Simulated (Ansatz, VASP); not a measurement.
# One calculation of Zr, two programs

Contents of INCAR:

```
  ALGO = Normal
  EDIFF = 1E-7
  ENCUT = 520
  GGA = PE
  ISIF = 2
  ISMEAR = -1
  LASPH = T
  LCHARG = T
  LELF = T
  LREAL = F
  LVHAR = T
  LWAVE = F
  NBANDS = 19
  NELM = 100
  PREC = Accurate
  SIGMA = 0.08
```

The input KPOINTS:

```
k-points
0
Gamma
  13 13 7
```

POSCAR

```
Zr
1.0
    3.1660205622      0.0000000000      0.0000000000
   -1.5830102810      2.7418542357      0.0000000000
    0.0000000000      0.0000000000      5.0419297016
Zr
2
Direct
    0.3333333333      0.6666666667      0.2500000000
    0.6666666667      0.3333333333      0.7500000000
```

Input for Ansatz:

```yaml
crystal:
  lattice:
    - [3.1660205622, 0.0, 0.0]
    - [-1.583010281, 2.7418542357, 0.0]
    - [0.0, 0.0, 5.0419297016]
  atoms:
    - { symbol: Zr, position: [0.3333333333, 0.6666666667, 0.25] }
    - { symbol: Zr, position: [0.6666666667, 0.3333333333, 0.75] }
kpoints:
  mp_grid: { grid: [13, 13, 7] }
  band_path:
    path:
      - [0.0, 0.0, 0.0]
      - [0.5, 0.0, 0.0]
      - [0.3333333333, 0.3333333333, 0.0]
      - [0.0, 0.0, 0.0]
      - [0.0, 0.0, 0.5]
      - [0.5, 0.0, 0.5]
      - [0.3333333333, 0.3333333333, 0.5]
      - [0.0, 0.0, 0.5]
      - [0.5, 0.0, 0.5]
    npoints: 5
scf:
  occupations: { method: fermi_dirac, width: 0.08 }
hamiltonian:
  xc: pbe
  pseudopotentials: { kind: all_electron, lapw: { basis_error: 0.001 } }
output:
  forces: true
  stress: true
  eigenvalues: true
```

Change from the starting cell: volume scaled by 0.94.

Alike in both runs: task single point; functional PBE; k mesh 13 × 13 × 7; occupations fermi-dirac, width 0.08 eV; no spin polarisation.

```csv
,VASP,Ansatz
version,VASP 6.6.1,Ansatz 0.2.0
potentials or method,"VASP PAW PBE potentials, release 64 (Zr_sv), cutoff 520 eV","all-electron LAPW, scalar-relativistic"
```

```tsv
	VASP	Ansatz	Ansatz less VASP
pressure (GPa)	7.0	7.0	+0.01
traceless stress, the component that is largest in VASP (GPa)	0.85	0.85	+0.002
```

Ansatz ran all-electron here, and VASP with PAW potentials.
